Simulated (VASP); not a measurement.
# Y (P6_3/mmc) in VASP: a series of runs

Y is run at these levels: LDA; tasks: single point, relaxation of cell and atoms.

Program: VASP 6.6.1. These are calculated values, not measurements. Logs are shortened: lines on timing, memory, paths and dates and some standing lists are left out, and cuts for length are marked.

## (1) The cell of the first run

The structure is hexagonal, space group P6_3/mmc (No. 194). The conventional cell has a = 3.538 Å, b = 3.538 Å, c = 5.549 Å, α = 90.00°, β = 90.00°, γ = 120.00°. Y (site symmetry -6m2) has 12 Y at 3.45 to 3.54 Å within 4.5 Å.

## (2) Single point, LDA

Contents of INCAR:

```
PREC     = Accurate       # precision mode
ENCUT    = 520            # plane-wave cutoff, eV
EDIFF    = 1E-6           # SCF threshold, eV
ISMEAR   = -1             # smearing method
SIGMA    = 0.15           # smearing width, eV
LREAL    = False          # projectors in reciprocal space
LASPH    = True           # aspherical terms in the spheres
NELM     = 100            # most SCF steps
ALGO     = Fast           # electronic algorithm
ISIF     = 2              # what is computed and relaxed
LWAVE    = False          # write WAVECAR
LCHARG   = True           # write CHGCAR
GGA      = CA             # functional
LELF     = True           # ELF
LVHAR    = True         
NBANDS   = 18             # bands
```

Contents of KPOINTS:

```
Automatic mesh
0
Gamma
  12 12 6
```

Contents of POSCAR:

```
Y
1.0
    3.5382468491      0.0000000028      0.0000000000
   -1.7691234270      3.0642116548      0.0000000000
    0.0000000000      0.0000000000      5.5492546514
Y
2
Direct
    0.3333333333      0.6666666667      0.2500000000
    0.6666666667      0.3333333333      0.7500000000
```

Potentials or basis: VASP PAW LDA potentials, release 64 (Y_sv).

On the command line:

```bash
$ cat potpaw_LDA.64/Y_sv/POTCAR > POTCAR
$ mpirun -np 1 vasp_std > vasp.out
```

OUTCAR:

```text
PREC = Accurate
   ENCUT = 520
   EDIFF = 1E-6
   ISMEAR = -1
   LREAL = False
   LASPH = True
   NELM = 100
   ISIF = 2
   GGA = CA

 ion  position               nearest neighbor table
   1  0.333  0.667  0.250-   2 3.45   2 3.45   2 3.45   2 3.45   2 3.45   2 3.45
   2  0.667  0.333  0.750-   1 3.45   1 3.45   1 3.45   1 3.45   1 3.45   1 3.45

  LATTYP: Found a hexagonal cell.
 ALAT       =     3.5382468491
 C/A-ratio  =     1.5683627763

  Lattice vectors:

 A1 = (   3.5382468491,   0.0000000028,   0.0000000000)
 A2 = (  -1.7691234270,   3.0642116548,   0.0000000000)
 A3 = (   0.0000000000,   0.0000000000,   5.5492546514)

Analysis of symmetry for initial positions (statically):
=====================================================================
 Subroutine PRICEL returns:
 Original cell was already a primitive cell.

 Routine SETGRP: Setting up the symmetry group for a
 hexagonal supercell.

 Subroutine GETGRP returns: Found 24 space group operations
 (whereof 12 operations were pure point group operations)
 out of a pool of 24 trial point group operations.

The static configuration has the point symmetry D_3d.
 The point group associated with its full space group is D_6h.

Analysis of symmetry for dynamics (positions and initial velocities):
=====================================================================
 Subroutine PRICEL returns:
 Original cell was already a primitive cell.

 Routine SETGRP: Setting up the symmetry group for a
 hexagonal supercell.

 Subroutine GETGRP returns: Found 24 space group operations
 (whereof 12 operations were pure point group operations)
 out of a pool of 24 trial point group operations.

The dynamic configuration has the point symmetry D_3d.
 The point group associated with its full space group is D_6h.

 Subroutine INISYM returns: Found 24 space group operations
 (whereof 12 operations are pure point group operations),
 and found     1 'primitive' translations

----------------------------------------------------------------------------------------

                                     Primitive cell

  volume of cell :      60.1647

  direct lattice vectors                    reciprocal lattice vectors
     3.538246849  0.000000003  0.000000000     0.282625843  0.163174107  0.000000000
    -1.769123427  3.064211655  0.000000000    -0.000000000  0.326348214  0.000000000
     0.000000000  0.000000000  5.549254651     0.000000000  0.000000000  0.180204381

  length of vectors
     3.538246849  3.538246849  5.549254651     0.326348214  0.326348214  0.180204381

  position of ions in fractional coordinates (direct lattice)
     0.333333333  0.666666667  0.250000000
     0.666666667  0.333333333  0.750000000

  ion indices of the primitive-cell ions
   primitive index   ion index
                 1           1
                 2           2

----------------------------------------------------------------------------------------

 KPOINTS: Automatic mesh

Automatic generation of k-mesh.
 Grid dimensions read from file:
 generate k-points for:   12   12    6

 Generating k-lattice:

  Cartesian coordinates                     Fractional coordinates (reciprocal lattice)
     0.023552154  0.013597842  0.000000000     0.083333333  0.000000000  0.000000000
    -0.000000000  0.027195684  0.000000000    -0.000000000  0.083333333  0.000000000
     0.000000000  0.000000000  0.030034064     0.000000000  0.000000000  0.166666667

  Length of vectors
     0.027195684  0.027195684  0.030034064

  Shift w.r.t. Gamma in fractional coordinates (k-lattice)
     0.000000000  0.000000000  0.000000000

 Subroutine IBZKPT returns following result:
 ===========================================

 Found     76 irreducible k-points:

 Following reciprocal coordinates:
            Coordinates               Weight
  0.000000  0.000000  0.000000      1.000000
  0.083333  0.000000  0.000000      6.000000
  0.166667  0.000000  0.000000      6.000000
  0.250000  0.000000  0.000000      6.000000
  0.333333  0.000000  0.000000      6.000000
  0.416667  0.000000  0.000000      6.000000
[... 16 lines left out ...]
  0.250000  0.000000  0.166667     12.000000
  0.333333  0.000000  0.166667     12.000000
 [... further k-points ...]
   k-points           NKPTS =     76   k-points in BZ     NKDIM =     76   number of bands    NBANDS=     18
   number of dos      NEDOS =    301   number of ions     NIONS =      2
   total plane-waves  NPLWV =  32928
   dimension x,y,z NGX =    28 NGY =   28 NGZ =   42
   dimension x,y,z NGXF=    56 NGYF=   56 NGZF=   84
   ions per type =               2
   NGX,Y,Z   is equivalent  to a cutoff of  13.16, 13.16, 12.58 a.u.
   NGXF,Y,Z  is equivalent  to a cutoff of  26.31, 26.31, 25.16 a.u.
 SYSTEM =  unknown system
   PREC   = accura    normal or accurate (medium, high low for compatibility)
   ISTART =      0    job   : 0-new  1-cont  2-samecut
   ICHARG =      2    charge: 1-file 2-atom 10-const
   ISPIN  =      1    spin polarized calculation?
   LNONCOLLINEAR =      F non collinear calculations
   LSORBIT =      F    spin-orbit coupling
   LASPH  =      T    aspherical Exc in radial PAW
   ENCUT  =  520.0 eV  38.22 Ry    6.18 a.u.   6.58  6.58 10.32*2*pi/ulx,y,z
   NELM   =    100;   NELMIN=  2; NELMDL= -5     # of ELM steps
   EDIFF  = 0.1E-05   stopping-criterion for ELM
   LREAL  =      F    real-space projection
   EDIFFG = 0.1E-04   stopping-criterion for IOM
   NSW    =      0    number of steps for IOM
   IBRION =     -1    ionic relax: 0-MD 1-quasi-New 2-CG
   NFREE  =      0    steps in history (QN), initial steepest desc. (CG)
   ISIF   =      2    stress and relaxation
   ISYM   =      2    0-nonsym 1-usesym 2-fastsym
   POTIM  = 0.5000    time-step for ionic-motion
   TEBEG  =    0.0;   TEEND  =   0.0 temperature during run
   PSTRESS=    0.0 pullay stress
   NELECT =      22.0000    total number of electrons
   NUPDOWN=      -1.0000    fix difference up-down
   EMIN   =  10.00;   EMAX   =-10.00  energy-range for DOS
   EFERMI =   0.00;   METHOD = LEGACY
   ISMEAR =    -1;   SIGMA  =   0.15  broadening in eV -4-tet -1-fermi 0-gaus
   EFERMI_NEDOS =   21; number of points for ismear=-14 and -15
   IALGO  =     68    algorithm
   IMIX   =      4    mixing-type and parameters
     AMIX     =   0.40;   BMIX     =  1.00
     AMIX_MAG =   1.60;   BMIX_MAG =  1.00
  volume/ion in A,a.u.               =      30.08       203.01
  Fermi-wavevector in a.u.,A,eV,Ry     =   1.170672  2.212249 18.646414  1.370473
  Thomas-Fermi vector in A             =   2.307127
   LORBIT       =      0    0 simple, 1 ext, 2 COOP (PROOUT), +10 PAW based schemes
   GGA     = CA    functional components
   LHFCALC =     F    Hartree Fock is set to
   AEXX    =    0.0000 exact exchange contribution
   IVDW    =     0    specifies the selected vdW correction
   LEPSILON=     F    determine dielectric tensor
   LRPA    =     F    only Hartree local field effects (RPA)
 non-spin polarized calculation
 RMM-DIIS sequential band-by-band and
  energy-cutoff  :      520.00
  volume of cell :       60.16
 maximum number of plane-waves:      1643
 NGX is ok and might be reduce to    28
   NGX = 13   NGY = 13   NGZ = 21

 number of electron      22.0000000 magnetization

 Free energy of the ion-electron system (eV)
  ---------------------------------------------------
  ext. energy  EPLUGINS =         0.00000000
  ---------------------------------------------------
  free energy    TOTEN  =       -14.02075897 eV

  energy without entropy =      -13.78336038  energy(sigma->0) =      -13.90205967

 E-fermi :   3.2706     XC(G=0):  -9.9887

 val. band max:        3.2651735108   @ k =   0.1667   0.1667   0.0000
 cond. band min:       3.2764599369   @ k =   0.3333   0.2500   0.3333
 fundamental gap:      0.0112864261
 Fermi energy:         3.2706416543

 k-point     1 :       0.0000    0.0000    0.0000
  band No.  band energies     occupation
      1     -38.9763      2.00000
      2     -38.8661      2.00000
      3     -19.5075      2.00000
      4     -18.8534      2.00000
      5     -18.8534      2.00000
      6     -18.7339      2.00000
[... 10 lines left out ...]
     17       6.1785      0.00000
     18       6.1785      0.00000

 k-point     2 :       0.0833    0.0000    0.0000
  band No.  band energies     occupation
      1     -38.9711      2.00000
      2     -38.8643      2.00000
      3     -19.4908      2.00000
      4     -18.8880      2.00000
      5     -18.8652      2.00000
      6     -18.7704      2.00000
[... 10 lines left out ...]
     17       5.9678      0.00000
     18       6.0225      0.00000

 k-point     3 :       0.1667    0.0000    0.0000
  band No.  band energies     occupation
      1     -38.9567      2.00000
      2     -38.8595      2.00000
      3     -19.4430      2.00000
      4     -18.9827      2.00000
      5     -18.8961      2.00000
      6     -18.8672      2.00000
[... 10 lines left out ...]
     17       6.0975      0.00000
     18       6.2765      0.00000

 k-point     4 :       0.2500    0.0000    0.0000
  band No.  band energies     occupation
      1     -38.9359      2.00000
      2     -38.8538      2.00000
      3     -19.3705      2.00000
      4     -19.1124      2.00000
      5     -18.9933      2.00000
      6     -18.9364      2.00000
[... 10 lines left out ...]
     17       6.6597      0.00000
     18       6.9340      0.00000

 k-point     5 :       0.3333    0.0000    0.0000
  band No.  band energies     occupation
      1     -38.9133      2.00000
      2     -38.8499      2.00000
      3     -19.2846      2.00000
      4     -19.2418      2.00000
      5     -19.1133      2.00000
      6     -18.9750      2.00000
[... 10 lines left out ...]
     17       7.4091      0.00000
     18       7.7439      0.00000

 k-point     6 :       0.4167    0.0000    0.0000
  band No.  band energies     occupation
      1     -38.8944      2.00000
      2     -38.8494      2.00000
      3     -19.3359      2.00000
      4     -19.2039      2.00000
      5     -19.1979      2.00000
      6     -19.0025      2.00000
[... 10 lines left out ...]
     17       8.3995      0.00000
     18       8.5613      0.00000

 k-point     7 :       0.5000    0.0000    0.0000
  band No.  band energies     occupation
      1     -38.8863      2.00000
      2     -38.8503      2.00000
      3     -19.3702      2.00000
      4     -19.2284      2.00000
      5     -19.1657      2.00000
      6     -19.0124      2.00000
[... 10 lines left out ...]
     17       9.2342      0.00000
     18       9.4407      0.00000

 k-point     8 :       0.0833    0.0833    0.0000
  band No.  band energies     occupation
      1     -38.9613      2.00000
      2     -38.8609      2.00000
      3     -19.4585      2.00000
      4     -18.9455      2.00000
      5     -18.9018      2.00000
      6     -18.8240      2.00000
[... 10 lines left out ...]
     17       5.8976      0.00000
     18       6.1931      0.00000
[... 229 lines left out ...]
     17       8.2892      0.00000
     18       8.7338      0.00000

 k-point    20 :       0.0000    0.0000    0.1667
  band No.  band energies     occupation
      1     -38.9690      2.00000
      2     -38.8736      2.00000
      3     -19.4568      2.00000
      4     -18.8455      2.00000
      5     -18.8455      2.00000
      6     -18.7551      2.00000
[... 10 lines left out ...]
     17       6.5003      0.00000
     18       6.5003      0.00000

 k-point    21 :       0.0833    0.0000    0.1667
  band No.  band energies     occupation
      1     -38.9641      2.00000
      2     -38.8715      2.00000
      3     -19.4432      2.00000
      4     -18.8785      2.00000
      5     -18.8568      2.00000
      6     -18.8040      2.00000
[... 10 lines left out ...]
     17       6.4024      0.00000
     18       6.4370      0.00000

 k-point    22 :       0.1667    0.0000    0.1667
  band No.  band energies     occupation
      1     -38.9502      2.00000
      2     -38.8660      2.00000
      3     -19.4058      2.00000
      4     -18.9684      2.00000
      5     -18.9040      2.00000
      6     -18.8865      2.00000
[... 10 lines left out ...]
     17       6.3757      0.00000
     18       6.4887      0.00000

 k-point    23 :       0.2500    0.0000    0.1667
  band No.  band energies     occupation
      1     -38.9305      2.00000
      2     -38.8593      2.00000
      3     -19.3580      2.00000
      4     -19.0858      2.00000
      5     -19.0255      2.00000
      6     -18.9254      2.00000
[... 10 lines left out ...]
     17       6.8311      0.00000
     18       6.8750      0.00000

 k-point    24 :       0.3333    0.0000    0.1667
  band No.  band energies     occupation
      1     -38.9091      2.00000
      2     -38.8542      2.00000
      3     -19.3413      2.00000
      4     -19.1816      2.00000
      5     -19.1193      2.00000
      6     -18.9628      2.00000
[... 10 lines left out ...]
     17       7.4414      0.00000
     18       7.6150      0.00000

 [... further k-points ...]
[... 5 lines left out ...]
  --------------------------------------------------------------------------------------
  -------------------------------------------------------------------------------------
  Total       -0.0504558     -0.0504558     -0.0441748      0.0000000      0.0000000     -0.0000000
  in kB       -1.3436316     -1.3436316     -1.1763687      0.0000000      0.0000000     -0.0000000
  external PRESSURE =      -1.2878773 kB  Pullay stress =       0.0000000 kB

 VOLUME and BASIS-vectors are now :
 -----------------------------------------------------------------------------
  energy-cutoff  :      520.00
  volume of cell :       60.16
      direct lattice vectors                 reciprocal lattice vectors
     3.538246849  0.000000003  0.000000000     0.282625843  0.163174107  0.000000000
    -1.769123427  3.064211655  0.000000000    -0.000000000  0.326348214  0.000000000
     0.000000000  0.000000000  5.549254651     0.000000000  0.000000000  0.180204381

 POSITION                                       TOTAL-FORCE (eV/Angst)
 -----------------------------------------------------------------------------------
     -0.00000      2.04281      1.38731        -0.000000      0.000000      0.000000
      1.76912      1.02140      4.16194         0.000000     -0.000000      0.000000
 -----------------------------------------------------------------------------------
    total drift:                               -0.000000      0.000000     -0.000000

  FREE ENERGIE OF THE ION-ELECTRON SYSTEM (eV)
  ---------------------------------------------------
  free  energy   TOTEN  =       -14.0207589674 eV

  energy  without entropy=      -13.7833603759  energy(sigma->0) =      -13.90205967
```

Wall time 3 min (1 thread of AMD EPYC 7R13, shared host); peak memory 0.19 GiB.

What came out:

```yaml
Free_energy: -14.0208 eV
Pressure: -0.1 GPa
Band_gap_on_the_k_mesh: zero (bands 11 and 12 overlap by 1.66 eV)
```

Levels at points of the mesh, in eV from the Fermi level:
| k point | band 9 | band 10 | band 11 | band 12 | band 13 | band 14 |
| --- | --- | --- | --- | --- | --- | --- |
| (0.00, 0.00, 0.00) | -4.81 | -2.01 | 1.26 | 1.77 | 1.77 | 2.10 |
| (0.50, 0.00, 0.00) | -1.71 | -1.37 | -0.96 | 0.10 | 1.46 | 1.53 |
| (0.00, 0.00, 0.50) | -3.25 | -3.25 | 0.97 | 0.97 | 1.68 | 1.68 |
| (0.50, 0.00, 0.50) | -1.80 | -1.80 | 0.03 | 0.03 | 1.67 | 1.67 |

## (3) Relaxation of cell and atoms, LDA

This run uses another cell than the first one, of 29.95 Å³/atom.

Contents of INCAR:

```
  ALGO = Normal
  EDIFF = 1E-6
  EDIFFG = -0.002
  ENCUT = 600
  GGA = CA
  IBRION = 2
  ISIF = 3
  ISMEAR = 0
  LASPH = T
  LCHARG = F
  LREAL = F
  LWAVE = F
  NELM = 100
  NSW = 100
  PREC = Accurate
  SIGMA = 0.1
```

Contents of KPOINTS:

```
k-points
0
Gamma
  12 12 6
```

Contents of POSCAR:

```
Y
1.0
    3.5482707490      0.0000000028      0.0000000000
   -1.7741353769      3.0728926067      0.0000000000
    0.0000000000      0.0000000000      5.4939439603
Y
2
Direct
    0.3333333333      0.6666666667      0.2500000000
    0.6666666667      0.3333333333      0.7500000000
```

Potentials or basis: VASP PAW LDA potentials, release 64 (Y_sv).

On the command line:

```bash
$ cat potpaw_LDA.64/Y_sv/POTCAR > POTCAR
$ mpirun -np 1 vasp_std > vasp.out
```

Wall time 3.3 min (1 thread of AMD EPYC 7R13, shared host); peak memory 0.2 GiB.

The run converged. Its results:

```
Free energy                           : -13.9032 eV
Relaxed volume                        : 29.86 Å³/atom
Relaxed cell                          : a = 3.544 Å, b = 3.544 Å, c = 5.489 Å, α = 90.00°, β = 90.00°, γ = 120.00°
Space group after relaxing (to 0.1 Å) : P6_3/mmc (No. 194)
Energy gained by relaxing             : 0.0 meV/atom
Ionic steps                           : 3
Pressure after relaxing               : 0.0 GPa
Band gap on the k mesh                : zero (bands 11 and 12 overlap by 1.80 eV)
```

Final structure:
```yaml
crystal:
  lattice:
    - [3.54431, 0.00000, 0.00000]
    - [-1.77215, 3.06946, 0.00000]
    - [0.00000, 0.00000, 5.48866]
  atoms:
    - { symbol: Y, position: [0.33333, 0.66667, 0.25000] }
    - { symbol: Y, position: [0.66667, 0.33333, 0.75000] }
```

Levels at points of the mesh, in eV from the Fermi level:
```
           k point  band 9  band 10  band 11  band 12  band 13  band 14
(0.00, 0.00, 0.00)   -4.83    -2.04     1.36     1.72     1.72     2.19
(0.50, 0.00, 0.00)   -1.75    -1.42    -0.97     0.06     1.38     1.59
(0.00, 0.00, 0.50)   -3.25    -3.25     1.01     1.01     1.62     1.62
(0.50, 0.00, 0.50)   -1.83    -1.83     0.03     0.03     1.68     1.68
```
